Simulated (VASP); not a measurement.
# Te2Mo (P-6m2) in VASP: further runs

Te2Mo is run at these levels: PBE, r2SCAN; tasks: single point.

Everything below comes from runs of VASP 6.6.1. Logs are shortened: lines on timing, memory, paths and dates and some standing lists are left out, and cuts for length are marked.

### 1 The cell of the first run

The structure is hexagonal, space group P-6m2 (No. 187). The conventional cell has a = 3.537 Å, b = 3.537 Å, c = 7.827 Å, α = 90.00°, β = 90.00°, γ = 120.00°. Within 3.6 Å of Te (site symmetry 3m) lie 3 Mo at 2.72 Å and 7 Te at 3.54 to 3.59 Å. Mo (site symmetry -6m2) has 6 Te at 2.72 Å and 6 Mo at 3.54 Å within 3.6 Å.

### 2 Single point, PBE

The input, INCAR:

```
SYSTEM = Te2Mo
PREC = Accurate
ENCUT = 520
EDIFF = 1E-6
ISMEAR = 0
SIGMA = 0.01
LREAL = .FALSE.
LASPH = .TRUE.
NELM = 60
ALGO = Normal
ISIF = 2
LWAVE = .FALSE.
LCHARG = .FALSE.
GGA = PE
NBANDS = 20
```

The input, KPOINTS:

```
Automatic mesh
0
G
  12 12 4
  0 0 0
```

The input, POSCAR:

```
Te2Mo
1.0
    3.5370852669      0.0000000000      0.0000000000
   -1.7685426335      3.0632056965      0.0000000000
    0.0000000000      0.0000000000      7.8268952034
Te Mo
2 1
Direct
    0.3333333333      0.6666666667      0.7705215857
    0.3333333333      0.6666666667      0.2294784143
    0.0000000000      0.0000000000      0.0000000000
```

Potentials or basis: VASP PAW PBE potentials, release 64 (Te, Mo_sv).

Started as:

```bash
cat potpaw_PBE.64/Te/POTCAR potpaw_PBE.64/Mo_sv/POTCAR > POTCAR
mpirun -np 1 vasp_std > vasp.out
```

OUTCAR:

```text
SYSTEM = Te2Mo
   PREC = Accurate
   ENCUT = 520
   EDIFF = 1E-6
   ISMEAR = 0
   LREAL = .FALSE.
   LASPH = .TRUE.
   NELM = 60
   ISIF = 2
   GGA = PE

 ion  position               nearest neighbor table
   1  0.333  0.667  0.771-   3 2.72   3 2.72   3 2.72   2 3.59
   2  0.333  0.667  0.229-   3 2.72   3 2.72   3 2.72   1 3.59
   3  0.000  0.000  0.000-   1 2.72   2 2.72   1 2.72   2 2.72   1 2.72   2 2.72

  LATTYP: Found a hexagonal cell.
 ALAT       =     3.5370852669
 C/A-ratio  =     2.2128093085

  Lattice vectors:

 A1 = (   3.5370852669,   0.0000000000,   0.0000000000)
 A2 = (  -1.7685426335,   3.0632056965,   0.0000000000)
 A3 = (   0.0000000000,   0.0000000000,   7.8268952034)

Analysis of symmetry for initial positions (statically):
=====================================================================
 Subroutine PRICEL returns:
 Original cell was already a primitive cell.

 Routine SETGRP: Setting up the symmetry group for a
 hexagonal supercell.

 Subroutine GETGRP returns: Found 12 space group operations
 (whereof 12 operations were pure point group operations)
 out of a pool of 24 trial point group operations.

The static configuration has the point symmetry D_3h.

Analysis of symmetry for dynamics (positions and initial velocities):
=====================================================================
 Subroutine PRICEL returns:
 Original cell was already a primitive cell.

 Routine SETGRP: Setting up the symmetry group for a
 hexagonal supercell.

 Subroutine GETGRP returns: Found 12 space group operations
 (whereof 12 operations were pure point group operations)
 out of a pool of 24 trial point group operations.

The dynamic configuration has the point symmetry D_3h.

 Subroutine INISYM returns: Found 12 space group operations
 (whereof 12 operations are pure point group operations),
 and found     1 'primitive' translations

----------------------------------------------------------------------------------------

                                     Primitive cell

  volume of cell :      84.8030

  direct lattice vectors                    reciprocal lattice vectors
     3.537085267  0.000000000  0.000000000     0.282718658  0.163227693  0.000000000
    -1.768542634  3.063205696  0.000000000     0.000000000  0.326455387  0.000000000
     0.000000000  0.000000000  7.826895203     0.000000000  0.000000000  0.127764583

  length of vectors
     3.537085267  3.537085267  7.826895203     0.326455387  0.326455387  0.127764583

  position of ions in fractional coordinates (direct lattice)
[... 81 lines left out ...]
   EDIFF  = 0.1E-05   stopping-criterion for ELM
   LREAL  =      F    real-space projection
   EDIFFG = 0.1E-04   stopping-criterion for IOM
   NSW    =      0    number of steps for IOM
   IBRION =     -1    ionic relax: 0-MD 1-quasi-New 2-CG
   NFREE  =      0    steps in history (QN), initial steepest desc. (CG)
   ISIF   =      2    stress and relaxation
   ISYM   =      2    0-nonsym 1-usesym 2-fastsym
   POTIM  = 0.5000    time-step for ionic-motion
   TEBEG  =    0.0;   TEEND  =   0.0 temperature during run
   PSTRESS=    0.0 pullay stress
   NELECT =      26.0000    total number of electrons
   NUPDOWN=      -1.0000    fix difference up-down
   EMIN   =  10.00;   EMAX   =-10.00  energy-range for DOS
   EFERMI =   0.00;   METHOD = LEGACY
   ISMEAR =     0;   SIGMA  =   0.01  broadening in eV -4-tet -1-fermi 0-gaus
   EFERMI_NEDOS =   21; number of points for ismear=-14 and -15
   IALGO  =     38    algorithm
   IMIX   =      4    mixing-type and parameters
     AMIX     =   0.40;   BMIX     =  1.00
     AMIX_MAG =   1.60;   BMIX_MAG =  1.00
  volume/ion in A,a.u.               =      28.27       190.76
  Fermi-wavevector in a.u.,A,eV,Ry     =   1.103898  2.086064 16.579929  1.218590
  Thomas-Fermi vector in A             =   2.240363
   LORBIT       =      0    0 simple, 1 ext, 2 COOP (PROOUT), +10 PAW based schemes
   GGA     = PE    functional components
   LHFCALC =     F    Hartree Fock is set to
   AEXX    =    0.0000 exact exchange contribution
   IVDW    =     0    specifies the selected vdW correction
   LEPSILON=     F    determine dielectric tensor
   LRPA    =     F    only Hartree local field effects (RPA)
 non-spin polarized calculation
 Gauss-broadening in eV      SIGMA  =   0.01
  energy-cutoff  :      520.00
  volume of cell :       84.80
 maximum number of plane-waves:      2327
 NGX is ok and might be reduce to    28
   NGX = 13   NGY = 13   NGZ = 29

 number of electron      25.9999996 magnetization

 Free energy of the ion-electron system (eV)
  ---------------------------------------------------
  ext. energy  EPLUGINS =         0.00000000
  ---------------------------------------------------
  free energy    TOTEN  =       -18.00089370 eV

  energy without entropy =      -18.00089370  energy(sigma->0) =      -18.00089370

 E-fermi :   6.7796     XC(G=0):  -9.5982

 val. band max:        6.5212888509   @ k =   0.3333   0.3333   0.5000
 cond. band min:       7.5781638211   @ k =   0.3333   0.3333   0.0000
 fundamental gap:      1.0568749703
 Fermi energy:         6.7795799895

 k-point     1 :       0.0000    0.0000    0.0000
  band No.  band energies     occupation
      1     -54.1651      2.00000
      2     -28.3245      2.00000
      3     -28.2109      2.00000
      4     -28.2109      2.00000
      5      -6.1614      2.00000
      6      -5.0969      2.00000
[... 541 lines left out ...]
     19      12.7728      0.00000
     20      13.2733      0.00000

 [... further k-points ...]

------------------------ aborting loop because EDIFF is reached ----------------------------------------

  FORCE on cell =-STRESS in cart. coord.  units (eV):
  Direction    XX          YY          ZZ          XY          YZ          ZX
  --------------------------------------------------------------------------------------
  -------------------------------------------------------------------------------------
  Total        0.7391115      0.7391115      1.3814244     -0.0000000      0.0000000      0.0000000
  in kB       13.9639843     13.9639843     26.0991578     -0.0000000      0.0000000      0.0000000
  external PRESSURE =      18.0090421 kB  Pullay stress =       0.0000000 kB

 VOLUME and BASIS-vectors are now :
 -----------------------------------------------------------------------------
  energy-cutoff  :      520.00
  volume of cell :       84.80
      direct lattice vectors                 reciprocal lattice vectors
     3.537085267  0.000000000  0.000000000     0.282718658  0.163227693  0.000000000
    -1.768542634  3.063205696  0.000000000     0.000000000  0.326455387  0.000000000
     0.000000000  0.000000000  7.826895203     0.000000000  0.000000000  0.127764583

 POSITION                                       TOTAL-FORCE (eV/Angst)
 -----------------------------------------------------------------------------------
     -0.00000      2.04214      6.03079        -0.000000     -0.000000     -0.206732
     -0.00000      2.04214      1.79610         0.000000      0.000000      0.206732
      0.00000      0.00000      0.00000         0.000000      0.000000      0.000000
 -----------------------------------------------------------------------------------
    total drift:                                0.000000     -0.000000     -0.000000

  FREE ENERGIE OF THE ION-ELECTRON SYSTEM (eV)
  ---------------------------------------------------
  free  energy   TOTEN  =       -18.0008936979 eV

  energy  without entropy=      -18.0008936979  energy(sigma->0) =      -18.00089370
```

OSZICAR:

```text
N       E                     dE             d eps       ncg     rms          rms(c)
DAV:   1     0.155837393690E+03    0.15584E+03   -0.12299E+04  2520   0.115E+03
DAV:   2    -0.119970330639E+02   -0.16783E+03   -0.16289E+03  2804   0.272E+02
DAV:   3    -0.185452099794E+02   -0.65482E+01   -0.64702E+01  2880   0.475E+01
DAV:   4    -0.186551958673E+02   -0.10999E+00   -0.10994E+00  3072   0.612E+00
DAV:   5    -0.186562155695E+02   -0.10197E-02   -0.10197E-02  2736   0.561E-01    0.151E+01
DAV:   6    -0.182705527089E+02    0.38566E+00   -0.43570E+00  2352   0.116E+01    0.629E+00
DAV:   7    -0.181344767834E+02    0.13608E+00   -0.29922E+00  2356   0.819E+00    0.412E+00
DAV:   8    -0.180003044842E+02    0.13417E+00   -0.59610E-01  2488   0.418E+00    0.122E+00
DAV:   9    -0.180013134123E+02   -0.10089E-02   -0.44158E-02  2608   0.112E+00    0.544E-01
DAV:  10    -0.180006185777E+02    0.69483E-03   -0.81975E-03  2496   0.592E-01    0.153E-01
DAV:  11    -0.180008181436E+02   -0.19957E-03   -0.33980E-04  2620   0.113E-01    0.708E-02
DAV:  12    -0.180008517547E+02   -0.33611E-04   -0.49845E-05  2472   0.408E-02    0.430E-02
DAV:  13    -0.180008910517E+02   -0.39297E-04   -0.61125E-05  2436   0.400E-02    0.126E-02
DAV:  14    -0.180008925714E+02   -0.15196E-05   -0.16556E-06  2624   0.737E-03    0.535E-03
DAV:  15    -0.180008936124E+02   -0.10411E-05   -0.22056E-06  2272   0.816E-03    0.285E-03
DAV:  16    -0.180008936979E+02   -0.85432E-07   -0.23771E-07  1664   0.311E-03
   1 F= -.18000894E+02 E0= -.18000894E+02  d E =0.000000E+00
```

stdout:

```text
POSCAR found type information on POSCAR TeMo
 POSCAR found :  2 types and       3 ions
 scaLAPACK will be used
 LDA part: xc-table for (Slater+PW92), standard interpolation
 POSCAR, INCAR and KPOINTS ok, starting setup
 FFT: planning ... GRIDC
 FFT: planning ... GRID_SOFT
 FFT: planning ... GRID
 WAVECAR not read
 entering main loop
```

Run time: 2.7 min. Hardware: 1 thread of AMD EPYC 7R13, shared host; peak memory 0.23 GiB.

What came out:

```
Free energy            : -18.0009 eV
Pressure               : 1.8 GPa
Largest force          : 0.207 eV/Å
Band gap on the k mesh : 1.06 eV (least direct gap 1.07 eV)
```

Forces on the atoms (eV/Å):
```
Te   0.000  0.000 -0.207
Te   0.000  0.000  0.207
Mo   0.000  0.000  0.000
```

Caveat: spin-orbit coupling is left out, which moves the levels of the heavy elements; this functional lacks dispersion, which binds layers or chains, so the pressure and a relaxed spacing across them are unreliable.

(Continued in part 2 of 2.)
